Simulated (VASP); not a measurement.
Wanted: the native input for a VASP 6.6.1 run.

```
Task                   : relaxation of cell and atoms
Functional             : PBE
Potentials or basis    : VASP PAW PBE potentials, release 64 (Nb_sv, Br)
Cutoff                 : 600 eV
k mesh                 : 4 × 4 × 4
Occupations            : gaussian, width 0.1 eV
Spin                   : no spin polarisation
Dipole correction      : no
Further INCAR settings : ALGO = Normal; EDIFF = 1e-06; IBRION = 2; EDIFFG = -0.04; NSW = 90; ISIF = 3
```

The structure of Nb2Br lies in POSCAR:

```
Nb2Br
1.0
    0.0000000000      4.5382455530      4.6963898553
    2.6300444420      0.0000000000      4.6963898553
    2.6300444420      4.5382455530      0.0000000000
Nb Br
4 2
Direct
    0.0830000000      0.4170000000      0.0830000000
    0.4170000000      0.0830000000      0.4170000000
    0.1670000000      0.8330000000      0.1670000000
    0.8330000000      0.1670000000      0.8330000000
    0.7500000000      0.7500000000      0.7500000000
    0.5000000000      0.5000000000      0.5000000000
```

The input as run:

INCAR

```
SYSTEM = Nb2Br
PREC = Accurate ; ENCUT = 600
EDIFF = 1E-6 ; ISMEAR = 0
SIGMA = 0.1 ; LREAL = .FALSE.
LASPH = .TRUE. ; NELM = 80
ALGO = Normal ; ISIF = 3
LWAVE = .FALSE. ; LCHARG = .FALSE.
GGA = PE ; IBRION = 2
NSW = 90 ; EDIFFG = -0.04
```

KPOINTS

```
Automatic mesh
0
G
  4 4 4
  0 0 0
```

Potentials or basis: VASP PAW PBE potentials, release 64 (Nb_sv, Br).

Launch:

```sh
$ cat potpaw_PBE.64/Nb_sv/POTCAR potpaw_PBE.64/Br/POTCAR > POTCAR
$ mpirun -np 1 vasp_std > vasp.out
```

It gave:

```
Relaxed volume                        : 19.82 Å³/atom
Relaxed cell                          : a = 5.727 Å, b = 5.216 Å, c = 5.713 Å, α = 63.01°, β = 54.25°, γ = 62.74°
Space group after relaxing (to 0.1 Å) : I4_1/amd (No. 141)
Energy gained by relaxing             : 205.3 meV/atom
Ionic steps                           : 36
Pressure after relaxing               : 0.0 GPa
Largest force after relaxing          : 0.015 eV/Å
Band gap on the k mesh                : zero (bands 33 and 34 overlap by 0.86 eV)
```

Caveat: the k points lie up to 0.35 Å⁻¹ apart in the final cell, too coarse for converged energies and pressures of a metal.

Wall time 56 min on 1 thread of Intel(R) Xeon(R) Platinum 8259CL CPU @ 2.50GHz (Skylake/Cascade Lake) (shared host), peak memory 0.38 GiB.
